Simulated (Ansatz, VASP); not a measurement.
**InP in VASP and in Ansatz**

```
In P
1.0
     0.00000    2.95379    2.95379
     2.95379    0.00000    2.95379
     2.95379    2.95379    0.00000
In P
1 1
Direct
  0.00000 0.00000 0.00000
  0.25000 0.25000 0.25000
```

Alike in both runs: task single point; functional PBE-based screened hybrid; k mesh 4 × 4 × 4; no spin polarisation.

|  | VASP | Ansatz |
| --- | --- | --- |
| version | VASP 6.6.1 | Ansatz 0.2.0 |
| potentials or method | VASP PAW PBE potentials, release 64 (In_d, P) | plane waves |
| plane-wave cutoff (eV) | 520 | 420 |
| occupations | gaussian, width 0.01 eV | fixed |
| valence electrons in the cell | 18 | 18 |

VASP gave:

```
gap on the k mesh at the Fermi level (eV) : 0.87
pressure (GPa)                            : 0.9
```

Problem. Which values does Ansatz return?

Solution. gap on the k mesh at the Fermi level (eV): 0.88; pressure (GPa): 1.0.

VASP's potentials were made for PBE, not for PBE-based screened hybrid. Ansatz's warnings: stress exchange threshold loose, stress scf threshold loose.

The k mesh is coarse, so the values compare programs but aren't converged.
